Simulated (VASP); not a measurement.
# WS2 in VASP: further runs

WS2 is run at these levels: r2SCAN, LDA+U; tasks: single point.

All numbers are computed with VASP 6.6.1; they aren't measurements. Logs are shortened: lines on timing, memory, paths and dates and some standing lists are left out, and cuts for length are marked.

## Step 1: The cell of the first run

The cell holds a slab with vacuum, 6 atoms: a = 3.183 Å, b = 3.183 Å, c = 23.669 Å, α = 90.00°, β = 90.00°, γ = 120.00°.

## Step 2: Single point, r2SCAN

The input, POSCAR:

```
WS2
1.0
    3.1832085602      0.0000000000      0.0000000000
   -1.5916042801      2.7567394786      0.0000000000
    0.0000000000      0.0000000000     23.6687632500
W S
2 4
Direct
    0.6666666667      0.3333333333      0.3626824600
    0.3333333333      0.6666666667      0.6373175400
    0.6666666667      0.3333333333      0.7031838900
    0.3333333333      0.6666666667      0.4285581700
    0.6666666667      0.3333333333      0.5714418300
    0.3333333333      0.6666666667      0.2968161100
```

The input, INCAR.step1:

```
  ALGO = Normal
  EDIFF = 1E-4
  ENCUT = 520
  GGA = PE
  ISMEAR = -1
  LASPH = True
  LCHARG = False
  LREAL = False
  LWAVE = True
  NBANDS = 35
  NELM = 80
  PREC = Accurate
  SIGMA = 0.05
```

The input, INCAR.step2:

```
  ALGO = Normal
  EDIFF = 1E-6
  ENCUT = 520
  ISIF = 2
  ISMEAR = -1
  ISTART = 1
  LASPH = True
  LCHARG = True
  LELF = True
  LMIXTAU = True
  LREAL = False
  LVHAR = True
  LWAVE = False
  METAGGA = R2SCAN
  NBANDS = 35
  NELM = 80
  PREC = Accurate
  SIGMA = 0.05
```

The input, KPOINTS:

```
k-points
0
Gamma
  7 7 2
```

Potentials or basis: VASP PAW PBE potentials, release 64 (W_sv, S).

Started as:

```bash
$ cat potpaw_PBE.64/W_sv/POTCAR potpaw_PBE.64/S/POTCAR > POTCAR
$ cp INCAR.step1 INCAR
$ mpirun -np 1 vasp_std > vasp.out
$ cp INCAR.step2 INCAR
$ mpirun -np 1 vasp_std > vasp.out
```

OUTCAR:

```text
EDIFF = 1E-6
   ENCUT = 520
   ISIF = 2
   ISMEAR = -1
   ISTART = 1
   LASPH = True
   LREAL = False
   METAGGA = R2SCAN
   NELM = 80
   PREC = Accurate

 ion  position               nearest neighbor table
   1  0.667  0.333  0.363-   6 2.41   6 2.41   6 2.41   4 2.41   4 2.41   4 2.41
   2  0.333  0.667  0.637-   3 2.41   3 2.41   3 2.41   5 2.41   5 2.41   5 2.41
   3  0.667  0.333  0.703-   2 2.41   2 2.41   2 2.41
   4  0.333  0.667  0.429-   1 2.41   1 2.41   1 2.41
   5  0.667  0.333  0.571-   2 2.41   2 2.41   2 2.41
   6  0.333  0.667  0.297-   1 2.41   1 2.41   1 2.41

  LATTYP: Found a hexagonal cell.
 ALAT       =     3.1832085602
 C/A-ratio  =     7.4355050266

  Lattice vectors:

 A1 = (   3.1832085602,   0.0000000000,   0.0000000000)
 A2 = (  -1.5916042801,   2.7567394786,   0.0000000000)
 A3 = (   0.0000000000,   0.0000000000,  23.6687632500)

Analysis of symmetry for initial positions (statically):
=====================================================================
 Subroutine PRICEL returns:
 Original cell was already a primitive cell.

 Routine SETGRP: Setting up the symmetry group for a
 hexagonal supercell.

 Subroutine GETGRP returns: Found 12 space group operations
 (whereof 12 operations were pure point group operations)
 out of a pool of 24 trial point group operations.

The static configuration has the point symmetry D_3d.

Analysis of symmetry for dynamics (positions and initial velocities):
=====================================================================
 Subroutine PRICEL returns:
 Original cell was already a primitive cell.

 Routine SETGRP: Setting up the symmetry group for a
 hexagonal supercell.

 Subroutine GETGRP returns: Found 12 space group operations
 (whereof 12 operations were pure point group operations)
 out of a pool of 24 trial point group operations.

The dynamic configuration has the point symmetry D_3d.

 Subroutine INISYM returns: Found 12 space group operations
 (whereof 12 operations are pure point group operations),
 and found     1 'primitive' translations

----------------------------------------------------------------------------------------

                                     Primitive cell

  volume of cell :     207.6999

  direct lattice vectors                    reciprocal lattice vectors
     3.183208560  0.000000000  0.000000000     0.314148439  0.181373686  0.000000000
    -1.591604280  2.756739479  0.000000000     0.000000000  0.362747372  0.000000000
     0.000000000  0.000000000 23.668763250     0.000000000  0.000000000  0.042249778

  length of vectors
     3.183208560  3.183208560 23.668763250     0.362747372  0.362747372  0.042249778

  position of ions in fractional coordinates (direct lattice)
     0.666666667  0.333333333  0.362682460
     0.333333333  0.666666667  0.637317540
     0.666666667  0.333333333  0.703183890
     0.333333333  0.666666667  0.428558170
     0.666666667  0.333333333  0.571441830
     0.333333333  0.666666667  0.296816110

  ion indices of the primitive-cell ions
   primitive index   ion index
                 1           1
                 2           2
                 3           3
                 4           4
                 5           5
                 6           6

----------------------------------------------------------------------------------------

 KPOINTS: k-points

Automatic generation of k-mesh.
 Grid dimensions read from file:
 generate k-points for:    7    7    2

 Generating k-lattice:

  Cartesian coordinates                     Fractional coordinates (reciprocal lattice)
     0.044878348  0.025910527  0.000000000     0.142857143  0.000000000  0.000000000
     0.000000000  0.051821053  0.000000000     0.000000000  0.142857143  0.000000000
     0.000000000  0.000000000  0.021124889     0.000000000  0.000000000  0.500000000

  Length of vectors
     0.051821053  0.051821053  0.021124889

  Shift w.r.t. Gamma in fractional coordinates (k-lattice)
     0.000000000  0.000000000  0.000000000

 Subroutine IBZKPT returns following result:
 ===========================================

 Found     16 irreducible k-points:

 Following reciprocal coordinates:
            Coordinates               Weight
  0.000000  0.000000  0.000000      1.000000
  0.142857  0.000000  0.000000      6.000000
  0.285714  0.000000  0.000000      6.000000
  0.428571  0.000000  0.000000      6.000000
  0.142857  0.142857  0.000000      6.000000
  0.285714  0.142857  0.000000     12.000000
[... 8 lines left out ...]
  0.428571  0.142857  0.500000      6.000000
  0.285714  0.285714  0.500000      6.000000
   k-points           NKPTS =     16   k-points in BZ     NKDIM =     16   number of bands    NBANDS=     35
   number of dos      NEDOS =    301   number of ions     NIONS =      6
   total plane-waves  NPLWV = 103680
   dimension x,y,z NGX =    24 NGY =   24 NGZ =  180
   dimension x,y,z NGXF=    48 NGYF=   48 NGZF=  360
   ions per type =               2   4
   NGX,Y,Z   is equivalent  to a cutoff of  12.53, 12.53, 12.64 a.u.
   NGXF,Y,Z  is equivalent  to a cutoff of  25.07, 25.07, 25.29 a.u.
 SYSTEM =  unknown system
   PREC   = accura    normal or accurate (medium, high low for compatibility)
   ISTART =      1    job   : 0-new  1-cont  2-samecut
   ICHARG =      0    charge: 1-file 2-atom 10-const
   ISPIN  =      1    spin polarized calculation?
   LNONCOLLINEAR =      F non collinear calculations
   LSORBIT =      F    spin-orbit coupling
   LASPH  =      T    aspherical Exc in radial PAW
   ENCUT  =  520.0 eV  38.22 Ry    6.18 a.u.   5.92  5.92 44.01*2*pi/ulx,y,z
   NELM   =     80;   NELMIN=  2; NELMDL=  0     # of ELM steps
   EDIFF  = 0.1E-05   stopping-criterion for ELM
   LREAL  =      F    real-space projection
   EDIFFG = 0.1E-04   stopping-criterion for IOM
   NSW    =      0    number of steps for IOM
   IBRION =     -1    ionic relax: 0-MD 1-quasi-New 2-CG
   NFREE  =      0    steps in history (QN), initial steepest desc. (CG)
   ISIF   =      2    stress and relaxation
   ISYM   =      2    0-nonsym 1-usesym 2-fastsym
   POTIM  = 0.5000    time-step for ionic-motion
   TEBEG  =    0.0;   TEEND  =   0.0 temperature during run
   PSTRESS=    0.0 pullay stress
   NELECT =      52.0000    total number of electrons
   NUPDOWN=      -1.0000    fix difference up-down
   EMIN   =  10.00;   EMAX   =-10.00  energy-range for DOS
   EFERMI =   0.00;   METHOD = LEGACY
   ISMEAR =    -1;   SIGMA  =   0.05  broadening in eV -4-tet -1-fermi 0-gaus
   EFERMI_NEDOS =   21; number of points for ismear=-14 and -15
   IALGO  =     38    algorithm
   IMIX   =      4    mixing-type and parameters
     AMIX     =   0.40;   BMIX     =  1.00
     AMIX_MAG =   1.60;   BMIX_MAG =  1.00
  volume/ion in A,a.u.               =      34.62       233.60
  Fermi-wavevector in a.u.,A,eV,Ry     =   1.031804  1.949827 14.485024  1.064619
  Thomas-Fermi vector in A             =   2.165970
   LORBIT       =      0    0 simple, 1 ext, 2 COOP (PROOUT), +10 PAW based schemes
   METAGGA = R2SCAN    functional components
   LHFCALC =     F    Hartree Fock is set to
   AEXX    =    0.0000 exact exchange contribution
   IVDW    =     0    specifies the selected vdW correction
   LEPSILON=     F    determine dielectric tensor
   LRPA    =     F    only Hartree local field effects (RPA)
 non-spin polarized calculation
  energy-cutoff  :      520.00
  volume of cell :      207.70
 maximum number of plane-waves:      5636
 NGX is ok and might be reduce to    24
   NGX = 11   NGY = 11   NGZ = 89

 number of electron      52.0000000 magnetization

 Free energy of the ion-electron system (eV)
  ---------------------------------------------------
  ext. energy  EPLUGINS =         0.00000000
  ---------------------------------------------------
  free energy    TOTEN  =      -140.12442798 eV

  energy without entropy =     -140.12442797  energy(sigma->0) =     -140.12442797

 E-fermi :   1.7258     XC(G=0):  -6.3584

 val. band max:        0.8793002536   @ k =   0.0000   0.0000   0.0000
 cond. band min:       2.6680344498   @ k =   0.1429   0.1429   0.0000
 fundamental gap:      1.7887341962
 Fermi energy:         1.7258066262

 k-point     1 :       0.0000    0.0000    0.0000
  band No.  band energies     occupation
      1     -75.4195      2.00000
      2     -75.4194      2.00000
      3     -39.0048      2.00000
      4     -39.0048      2.00000
      5     -38.8541      2.00000
      6     -38.8541      2.00000
[... 27 lines left out ...]
     34       3.8006      0.00000
     35       6.1770      0.00000

 k-point     2 :       0.1429    0.0000    0.0000
  band No.  band energies     occupation
      1     -75.4159      2.00000
      2     -75.4159      2.00000
      3     -38.9922      2.00000
      4     -38.9922      2.00000
      5     -38.9224      2.00000
      6     -38.9224      2.00000
[... 27 lines left out ...]
     34       4.2080      0.00000
     35       6.7368      0.00000

 k-point     3 :       0.2857    0.0000    0.0000
  band No.  band energies     occupation
      1     -75.4078      2.00000
      2     -75.4078      2.00000
      3     -39.0731      2.00000
      4     -39.0731      2.00000
      5     -38.9638      2.00000
      6     -38.9638      2.00000
[... 27 lines left out ...]
     34       5.1162      0.00000
     35       7.8078      0.00000

 k-point     4 :       0.4286    0.0000    0.0000
  band No.  band energies     occupation
      1     -75.4014      2.00000
      2     -75.4014      2.00000
      3     -39.1912      2.00000
      4     -39.1912      2.00000
      5     -38.9409      2.00000
      6     -38.9408      2.00000
[... 27 lines left out ...]
     34       5.5661      0.00000
     35       6.3929      0.00000

 k-point     5 :       0.1429    0.1429    0.0000
  band No.  band energies     occupation
      1     -75.4101      2.00000
      2     -75.4101      2.00000
      3     -39.0221      2.00000
      4     -39.0221      2.00000
      5     -38.9717      2.00000
      6     -38.9717      2.00000
[... 334 lines left out ...]
 k-point    14 :       0.2857    0.1429    0.5000
  band No.  band energies     occupation
      1     -75.4028      2.00000
      2     -75.4028      2.00000
      3     -39.1370      2.00000
      4     -39.1370      2.00000
      5     -38.9564      2.00000
      6     -38.9564      2.00000
[... 27 lines left out ...]
     34       5.7905      0.00000
     35       7.8153      0.00000

 k-point    15 :       0.4286    0.1429    0.5000
  band No.  band energies     occupation
      1     -75.3996      2.00000
      2     -75.3996      2.00000
      3     -39.1868      2.00000
      4     -39.1868      2.00000
      5     -38.9797      2.00000
      6     -38.9797      2.00000
[... 27 lines left out ...]
     34       5.6834      0.00000
     35       6.5483      0.00000

 k-point    16 :       0.2857    0.2857    0.5000
  band No.  band energies     occupation
      1     -75.3988      2.00000
      2     -75.3988      2.00000
      3     -39.1416      2.00000
      4     -39.1416      2.00000
      5     -39.0445      2.00000
      6     -39.0445      2.00000
[... 27 lines left out ...]
     34       6.3317      0.00000
     35       7.5939      0.00000

------------------------ aborting loop because EDIFF is reached ----------------------------------------

  FORCE on cell =-STRESS in cart. coord.  units (eV):
  Direction    XX          YY          ZZ          XY          YZ          ZX
  --------------------------------------------------------------------------------------
  -------------------------------------------------------------------------------------
  Total        0.0132528      0.0132528      0.0406889      0.0000000      0.0000000      0.0000000
  in kB        0.1022305      0.1022305      0.3138699      0.0000000      0.0000000      0.0000000
  external PRESSURE =       0.1727770 kB  Pullay stress =       0.0000000 kB

 VOLUME and BASIS-vectors are now :
 -----------------------------------------------------------------------------
  energy-cutoff  :      520.00
  volume of cell :      207.70
      direct lattice vectors                 reciprocal lattice vectors
     3.183208560  0.000000000  0.000000000     0.314148439  0.181373686  0.000000000
    -1.591604280  2.756739479  0.000000000     0.000000000  0.362747372  0.000000000
     0.000000000  0.000000000 23.668763250     0.000000000  0.000000000  0.042249778

 POSITION                                       TOTAL-FORCE (eV/Angst)
 -----------------------------------------------------------------------------------
      1.59160      0.91891      8.58425        -0.000000     -0.000000     -0.008582
     -0.00000      1.83783     15.08452         0.000000      0.000000      0.008582
      1.59160      0.91891     16.64349         0.000000     -0.000000      0.007044
     -0.00000      1.83783     10.14344        -0.000000      0.000000      0.010534
      1.59160      0.91891     13.52532        -0.000000      0.000000     -0.010534
     -0.00000      1.83783      7.02527        -0.000000     -0.000000     -0.007044
 -----------------------------------------------------------------------------------
    total drift:                                0.000000     -0.000000      0.000000

  FREE ENERGIE OF THE ION-ELECTRON SYSTEM (eV)
  ---------------------------------------------------
  free  energy   TOTEN  =      -140.1244279754 eV

  energy  without entropy=     -140.1244279719  energy(sigma->0) =     -140.12442797
```

Run time: 8.7 min. Hardware: 1 thread of Intel Xeon Platinum 8259CL at 2.50GHz (Skylake/Cascade Lake), shared host; peak memory 0.4 GiB.

What came out:

| Quantity | Value |
| --- | --- |
| Free energy | -140.1244 eV |
| Largest force | 0.011 eV/Å |
| Band gap on the k mesh | 1.79 eV (least direct gap 2.54 eV) |

Forces in eV/Å, atoms in the order of the input:
```
W    0.000  0.000 -0.009
W    0.000  0.000  0.009
S    0.000  0.000  0.007
S    0.000  0.000  0.011
S    0.000  0.000 -0.011
S    0.000  0.000 -0.007
```

Caveat: the PAW data sets were made with another functional, which shifts forces and pressure a little; spin-orbit coupling is left out, which moves the levels of the heavy elements.

## Step 3: Single point, LDA+U

This run uses another cell than the first one.

The input, INCAR:

```
SYSTEM = WS2
PREC = Accurate ; ENCUT = 520
EDIFF = 1E-7 ; ISMEAR = -1
SIGMA = 0.05 ; LREAL = .FALSE.
LASPH = .TRUE. ; NELM = 150
ALGO = Normal ; ISIF = 2
LWAVE = .FALSE. ; LCHARG = .TRUE.
LMAXMIX = 4 ; LDAU = .TRUE.
LDAUTYPE = 2 ; LDAUL = 2 -1
LDAUU = 8 0 ; LDAUJ = 0 0
LDAUPRINT = 1 ; LELF = .TRUE.
LVHAR = .TRUE. ; NBANDS = 35
```

The input, KPOINTS:

```
Automatic mesh
0
G
  7 7 2
  0 0 0
```

The input, POSCAR:

```
WS2
1.0
    3.1460265126      0.0000000000      0.0000000000
   -1.5730132563      2.7245388809      0.0000000000
    0.0000000000      0.0000000000     23.4282432581
W S
2 4
Direct
    0.6666666667      0.3333333333      0.3714058178
    0.3333333333      0.6666666667      0.6285941822
    0.6666666667      0.3333333333      0.6948794176
    0.3333333333      0.6666666667      0.4377989034
    0.6666666667      0.3333333333      0.5622010966
    0.3333333333      0.6666666667      0.3051205824
```

Potentials or basis: VASP PAW LDA potentials, release 64 (W_sv, S).

Started as:

```bash
$ cat potpaw_LDA.64/W_sv/POTCAR potpaw_LDA.64/S/POTCAR > POTCAR
$ mpirun -np 1 vasp_std > vasp.out
```

It took 3.5 min on 1 thread of Intel Xeon Platinum 8259CL at 2.50GHz (Skylake/Cascade Lake), shared host; peak memory 0.29 GiB.

Results (log left out):

```yaml
Free_energy: -34.4737 eV
Largest_force: 0.855 eV/Å
Band_gap_on_the_k_mesh: 1.44 eV (least direct gap 2.36 eV)
```

Forces on the atoms (eV/Å):
```
W    0.000  0.000 -0.001
W    0.000  0.000  0.001
S    0.000  0.000  0.855
S    0.000  0.000  0.831
S    0.000  0.000 -0.831
S    0.000  0.000 -0.855
```

Levels at points of the mesh, in eV from the valence-band top:
```csv
k point,band 24,band 25,band 26,band 27,band 28,band 29
"(0.00, 0.00, 0.00)",-1.96,-0.80,0.00,2.57,2.57,2.58
"(0.00, 0.00, 0.50)",-1.96,-0.80,0.00,2.57,2.57,2.58
```

Eigenvalues of the final occupation matrices:
```csv
site,spin,trace,eigenvalues
site 1 d,1,1.64,0.31 0.31 0.32 0.32 0.37
site 1 d,2,1.64,0.31 0.31 0.32 0.32 0.37
site 2 d,1,1.64,0.31 0.31 0.32 0.32 0.37
site 2 d,2,1.64,0.31 0.31 0.32 0.32 0.37
```

Caveat: spin-orbit coupling is left out, which moves the levels of the heavy elements.
